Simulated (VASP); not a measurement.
A run of VASP 6.6.1 is set up as follows.

The input POSCAR:

```
HfO2
1.0
    3.5580193300      0.0000000000      0.0000000000
    0.0000000000      3.5580193300      0.0000000000
    0.0000000000      0.0000000000      5.1718612100
Hf O
2 4
Direct
    0.0000000000      0.0000000000      0.0000000000
    0.5000000000      0.5000000000      0.5000000000
    0.0000000000      0.5000000000      0.1972078800
    0.5000000000      0.0000000000      0.3027921200
    0.5000000000      0.0000000000      0.8027921200
    0.0000000000      0.5000000000      0.6972078800
```

File INCAR.step1:

```
PREC = Accurate ; ENCUT = 520
ISMEAR = 0 ; SIGMA = 0.01
LREAL = False ; LASPH = True
NELM = 100 ; NBANDS = 31
GGA = PE ; ALGO = Normal
EDIFF = 1E-4 ; LWAVE = True
LCHARG = False
```

The input INCAR.step2:

```
PREC = Accurate ; ENCUT = 520
EDIFF = 1E-7 ; ISMEAR = 0
SIGMA = 0.01 ; LREAL = False
LASPH = True ; NELM = 100
ALGO = Normal ; ISIF = 2
LWAVE = False ; LCHARG = False
METAGGA = R2SCAN ; LMIXTAU = True
NBANDS = 31 ; ISTART = 1
```

KPOINTS

```
Automatic mesh
0
Gamma
  8 8 6
```

Potentials or basis: VASP PAW PBE potentials, release 64 (Hf_pv, O).

The run is started by

```bash
$ cat potpaw_PBE.64/Hf_pv/POTCAR potpaw_PBE.64/O/POTCAR > POTCAR
$ cp INCAR.step1 INCAR
$ mpirun -np 1 vasp_std > vasp.out
$ cp INCAR.step2 INCAR
$ mpirun -np 1 vasp_std > vasp.out
```

(1) Predict the pressure.

(2) What does it give for the band gap on the k mesh?

Results:

(1) 0.4 GPa.

(2) 5.29 eV (least direct gap 5.37 eV).

Caveat: the PAW data sets were made with another functional, which shifts forces and pressure a little; spin-orbit coupling is left out, which moves the levels of the heavy elements.
